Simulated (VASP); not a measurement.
# MgS (I4/mmm) in VASP: a series of runs

The runs below take MgS through single point, with PBEsol.

Program: VASP 6.6.1. These are calculated values, not measurements. Logs are shortened: lines on timing, memory, paths and dates and some standing lists are left out, and cuts for length are marked.

### 1 The cell of the first run

The structure is tetragonal, space group I4/mmm (No. 139). The conventional cell has a = 3.679 Å, b = 3.679 Å, c = 4.995 Å, α = 90.00°, β = 90.00°, γ = 90.00°. Mg (site symmetry 4/mmm) has 6 S at 2.50 to 2.60 Å within 3.3 Å. S (site symmetry 4/mmm) has 6 Mg at 2.50 to 2.60 Å within 3.3 Å.

### 2 Single point, PBEsol (strain +0.000 along x and y, -0.040 along z)

Input file INCAR:

```
SYSTEM = MgS
PREC = Accurate ; ENCUT = 600
EDIFF = 1E-6 ; ISMEAR = 0
SIGMA = 0.05 ; LREAL = .FALSE.
LASPH = .TRUE. ; NELM = 120
ALGO = Normal ; ISIF = 2
LWAVE = .FALSE. ; LCHARG = .FALSE.
GGA = PS ; NBANDS = 11
GGA_COMPAT = .FALSE.
```

Input file KPOINTS:

```
regular mesh
0
G
  8 8 8
  0 0 0
```

Input file POSCAR:

```
MgS
1.0
    0.0000000000      2.6016500000      2.4975840000
    2.6016500000      0.0000000000      2.4975840000
    2.6016500000      2.6016500000      0.0000000000
Mg S
1 1
Direct
    0.0000000000      0.0000000000      0.0000000000
    0.5000000000      0.5000000000      0.5000000000
```

Potentials or basis: VASP PAW PBE potentials, release 64 (Mg, S).

On the command line:

```sh
$ cat potpaw_PBE.64/Mg/POTCAR potpaw_PBE.64/S/POTCAR > POTCAR
$ mpirun -np 1 vasp_std > vasp.out
```

OUTCAR:

```text
SYSTEM = MgS
   PREC = Accurate
   ENCUT = 600
   EDIFF = 1E-6
   ISMEAR = 0
   LREAL = .FALSE.
   LASPH = .TRUE.
   NELM = 120
   ISIF = 2
   GGA = PS

 ion  position               nearest neighbor table
   1  0.000  0.000  0.000-   2 2.50   2 2.50   2 2.60   2 2.60   2 2.60   2 2.60
   2  0.500  0.500  0.500-   1 2.50   1 2.50   1 2.60   1 2.60   1 2.60   1 2.60

  LATTYP: Found a body centered tetragonal cell.
 ALAT       =     3.6792887145
 C/A-ratio  =     1.3576450199

  Lattice vectors:

 A1 = (   0.0000000000,  -2.6016500000,  -2.4975840000)
 A2 = (   0.0000000000,   2.6016500000,  -2.4975840000)
 A3 = (   2.6016500000,   0.0000000000,   2.4975840000)

Analysis of symmetry for initial positions (statically):
=====================================================================
 Subroutine PRICEL returns:
 Original cell was already a primitive cell.

 Routine SETGRP: Setting up the symmetry group for a
 body centered tetragonal supercell.

 Subroutine GETGRP returns: Found 16 space group operations
 (whereof 16 operations were pure point group operations)
 out of a pool of 16 trial point group operations.

The static configuration has the point symmetry D_4h.

Analysis of symmetry for dynamics (positions and initial velocities):
=====================================================================
 Subroutine PRICEL returns:
 Original cell was already a primitive cell.

 Routine SETGRP: Setting up the symmetry group for a
 body centered tetragonal supercell.

 Subroutine GETGRP returns: Found 16 space group operations
 (whereof 16 operations were pure point group operations)
 out of a pool of 16 trial point group operations.

The dynamic configuration has the point symmetry D_4h.

 Subroutine INISYM returns: Found 16 space group operations
 (whereof 16 operations are pure point group operations),
 and found     1 'primitive' translations

----------------------------------------------------------------------------------------

                                     Primitive cell

  volume of cell :      33.8102

  direct lattice vectors                    reciprocal lattice vectors
     0.000000000  2.601650000  2.497584000    -0.192185728  0.192185728  0.200193467
     2.601650000  0.000000000  2.497584000     0.192185728 -0.192185728  0.200193467
     2.601650000  2.601650000  0.000000000     0.192185728  0.192185728 -0.200193467

  length of vectors
     3.606453737  3.606453737  3.679288715     0.337562042  0.337562042  0.337562042

  position of ions in fractional coordinates (direct lattice)
     0.000000000  0.000000000  0.000000000
     0.500000000  0.500000000  0.500000000

  ion indices of the primitive-cell ions
   primitive index   ion index
                 1           1
                 2           2

----------------------------------------------------------------------------------------

 KPOINTS: regular mesh

Automatic generation of k-mesh.
 Grid dimensions read from file:
 generate k-points for:    8    8    8

 Generating k-lattice:

  Cartesian coordinates                     Fractional coordinates (reciprocal lattice)
    -0.024023216  0.024023216  0.025024183     0.125000000  0.000000000  0.000000000
     0.024023216 -0.024023216  0.025024183     0.000000000  0.125000000  0.000000000
     0.024023216  0.024023216 -0.025024183    -0.000000000 -0.000000000  0.125000000

  Length of vectors
     0.042195255  0.042195255  0.042195255

  Shift w.r.t. Gamma in fractional coordinates (k-lattice)
     0.000000000  0.000000000  0.000000000

 Subroutine IBZKPT returns following result:
 ===========================================

 Found     59 irreducible k-points:

 Following reciprocal coordinates:
            Coordinates               Weight
  0.000000  0.000000  0.000000      1.000000
  0.125000  0.000000  0.000000      8.000000
  0.250000  0.000000  0.000000      8.000000
  0.375000  0.000000  0.000000      8.000000
  0.500000  0.000000  0.000000      4.000000
  0.125000  0.125000  0.000000      2.000000
[... 16 lines left out ...]
  0.250000  0.000000  0.125000     16.000000
  0.375000  0.000000  0.125000     16.000000
 [... further k-points ...]
   k-points           NKPTS =     59   k-points in BZ     NKDIM =     59   number of bands    NBANDS=     11
   number of dos      NEDOS =    301   number of ions     NIONS =      2
   total plane-waves  NPLWV =  27000
   dimension x,y,z NGX =    30 NGY =   30 NGZ =   30
   dimension x,y,z NGXF=    60 NGYF=   60 NGZF=   60
   ions per type =               1   1
   NGX,Y,Z   is equivalent  to a cutoff of  13.83, 13.83, 13.56 a.u.
   NGXF,Y,Z  is equivalent  to a cutoff of  27.66, 27.66, 27.11 a.u.
 SYSTEM =  MgS
   PREC   = accura    normal or accurate (medium, high low for compatibility)
   ISTART =      0    job   : 0-new  1-cont  2-samecut
   ICHARG =      2    charge: 1-file 2-atom 10-const
   ISPIN  =      1    spin polarized calculation?
   LNONCOLLINEAR =      F non collinear calculations
   LSORBIT =      F    spin-orbit coupling
   LASPH  =      T    aspherical Exc in radial PAW
   ENCUT  =  600.0 eV  44.10 Ry    6.64 a.u.   7.20  7.20  7.35*2*pi/ulx,y,z
   NELM   =    120;   NELMIN=  2; NELMDL= -5     # of ELM steps
   EDIFF  = 0.1E-05   stopping-criterion for ELM
   LREAL  =      F    real-space projection
   EDIFFG = 0.1E-04   stopping-criterion for IOM
   NSW    =      0    number of steps for IOM
   IBRION =     -1    ionic relax: 0-MD 1-quasi-New 2-CG
   NFREE  =      0    steps in history (QN), initial steepest desc. (CG)
   ISIF   =      2    stress and relaxation
   ISYM   =      2    0-nonsym 1-usesym 2-fastsym
   POTIM  = 0.5000    time-step for ionic-motion
   TEBEG  =    0.0;   TEEND  =   0.0 temperature during run
   PSTRESS=    0.0 pullay stress
   NELECT =       8.0000    total number of electrons
   NUPDOWN=      -1.0000    fix difference up-down
   EMIN   =  10.00;   EMAX   =-10.00  energy-range for DOS
   EFERMI =   0.00;   METHOD = LEGACY
   ISMEAR =     0;   SIGMA  =   0.05  broadening in eV -4-tet -1-fermi 0-gaus
   EFERMI_NEDOS =   21; number of points for ismear=-14 and -15
   IALGO  =     38    algorithm
   IMIX   =      4    mixing-type and parameters
     AMIX     =   0.40;   BMIX     =  1.00
     AMIX_MAG =   1.60;   BMIX_MAG =  1.00
  volume/ion in A,a.u.               =      16.91       114.08
  Fermi-wavevector in a.u.,A,eV,Ry     =   1.012563  1.913467 13.949844  1.025285
  Thomas-Fermi vector in A             =   2.145680
   LORBIT       =      0    0 simple, 1 ext, 2 COOP (PROOUT), +10 PAW based schemes
   GGA     = PS    functional components
   LHFCALC =     F    Hartree Fock is set to
   AEXX    =    0.0000 exact exchange contribution
   IVDW    =     0    specifies the selected vdW correction
   LEPSILON=     F    determine dielectric tensor
   LRPA    =     F    only Hartree local field effects (RPA)
 non-spin polarized calculation
 Gauss-broadening in eV      SIGMA  =   0.05
  energy-cutoff  :      600.00
  volume of cell :       33.81
 maximum number of plane-waves:      1158
 NGX is ok and might be reduce to    30
   NGX = 15   NGY = 15   NGZ = 15

 number of electron       8.0000000 magnetization

 Free energy of the ion-electron system (eV)
  ---------------------------------------------------
  ext. energy  EPLUGINS =         0.00000000
  ---------------------------------------------------
  free energy    TOTEN  =        -9.05362623 eV

  energy without entropy =       -9.05362623  energy(sigma->0) =       -9.05362623

 E-fermi :   4.3937     XC(G=0): -10.0044

 val. band max:        4.1069889568   @ k =   0.0000   0.0000   0.0000
 cond. band min:       6.7052536786   @ k =   0.5000   0.5000   0.0000
 fundamental gap:      2.5982647219
 Fermi energy:         4.3937317558

 k-point     1 :       0.0000    0.0000    0.0000
  band No.  band energies     occupation
      1      -8.8810      2.00000
      2       3.9169      2.00000
      3       4.1070      2.00000
      4       4.1070      2.00000
      5       7.9634      0.00000
      6      11.7384      0.00000
      7      11.7384      0.00000
      8      12.1706      0.00000
      9      14.1060      0.00000
     10      14.6830      0.00000
     11      16.4537      0.00000

 k-point     2 :       0.1250    0.0000    0.0000
  band No.  band energies     occupation
      1      -8.7181      2.00000
      2       2.9379      2.00000
      3       3.9001      2.00000
      4       3.9710      2.00000
      5       8.7508      0.00000
      6      11.5702      0.00000
      7      11.9845      0.00000
      8      12.3208      0.00000
      9      13.5642      0.00000
     10      13.9908      0.00000
     11      16.8840      0.00000

 k-point     3 :       0.2500    0.0000    0.0000
  band No.  band energies     occupation
      1      -8.2744      2.00000
      2       1.0888      2.00000
      3       3.6801      2.00000
      4       3.6970      2.00000
      5       9.0129      0.00000
      6      11.5800      0.00000
      7      12.0780      0.00000
      8      12.5005      0.00000
      9      14.3237      0.00000
     10      14.3628      0.00000
     11      16.1284      0.00000
[... 267 lines left out ...]
 k-point    23 :       0.2500    0.0000    0.1250
  band No.  band energies     occupation
      1      -8.3287      2.00000
      2       1.6515      2.00000
      3       3.3373      2.00000
      4       3.4887      2.00000
      5       9.6483      0.00000
      6      10.7883      0.00000
      7      11.3252      0.00000
      8      12.9298      0.00000
      9      13.8977      0.00000
     10      15.1472      0.00000
     11      17.6203      0.00000

 k-point    24 :       0.3750    0.0000    0.1250
  band No.  band energies     occupation
      1      -7.8083      2.00000
      2       0.1141      2.00000
      3       3.0114      2.00000
      4       3.2198      2.00000
      5       9.3212      0.00000
      6      10.5523      0.00000
      7      12.2258      0.00000
      8      12.4908      0.00000
      9      15.6853      0.00000
     10      16.8894      0.00000
     11      17.0890      0.00000

 [... further k-points ...]

------------------------ aborting loop because EDIFF is reached ----------------------------------------

  FORCE on cell =-STRESS in cart. coord.  units (eV):
  Direction    XX          YY          ZZ          XY          YZ          ZX
  --------------------------------------------------------------------------------------
  -------------------------------------------------------------------------------------
  Total        0.1293371      0.1293371      1.3155572      0.0000000      0.0000000      0.0000000
  in kB        6.1289467      6.1289467     62.3408165      0.0000000      0.0000000      0.0000000
  external PRESSURE =      24.8662367 kB  Pullay stress =       0.0000000 kB

 VOLUME and BASIS-vectors are now :
 -----------------------------------------------------------------------------
  energy-cutoff  :      600.00
  volume of cell :       33.81
      direct lattice vectors                 reciprocal lattice vectors
     0.000000000  2.601650000  2.497584000    -0.192185728  0.192185728  0.200193467
     2.601650000  0.000000000  2.497584000     0.192185728 -0.192185728  0.200193467
     2.601650000  2.601650000  0.000000000     0.192185728  0.192185728 -0.200193467

 POSITION                                       TOTAL-FORCE (eV/Angst)
 -----------------------------------------------------------------------------------
      0.00000      0.00000      0.00000        -0.000000     -0.000000      0.000000
      2.60165      2.60165      2.49758         0.000000      0.000000     -0.000000
 -----------------------------------------------------------------------------------
    total drift:                               -0.000000     -0.000000      0.000000

  FREE ENERGIE OF THE ION-ELECTRON SYSTEM (eV)
  ---------------------------------------------------
  free  energy   TOTEN  =        -9.0536262334 eV

  energy  without entropy=       -9.0536262334  energy(sigma->0) =       -9.05362623
```

Run time: 11 s. Hardware: 1 thread of Intel Xeon 6975P-C (Granite Rapids), shared host; peak memory 0.18 GiB.

What came out:

```
Free energy            : -9.0536 eV
Pressure               : 2.5 GPa
Band gap on the k mesh : 2.60 eV, indirect (least direct gap 3.86 eV)
```

Levels at points of the mesh, in eV from the valence-band top:
```csv
k point,band 1,band 2,band 3,band 4,band 5,band 6,band 7,band 8
"(0.00, 0.00, 0.00)",-12.99,-0.19,0.00,0.00,3.86,7.63,7.63,8.06
"(0.50, 0.00, 0.00)",-11.55,-5.18,-0.77,-0.65,4.37,6.59,7.09,10.46
"(0.50, 0.50, 0.00)",-11.04,-4.50,-1.99,-1.99,2.60,3.95,12.48,12.96
"(0.50, 0.00, 0.50)",-11.20,-4.56,-1.97,-1.62,2.82,4.11,12.07,12.80
```

Caveat: the cell differs from its parent crystal (strain +0.000 along x and y, -0.040 along z); the PAW data sets were made with another functional, which shifts forces and pressure a little. A k mesh can miss the band edges.

(Part 1 of 3 ends here.)
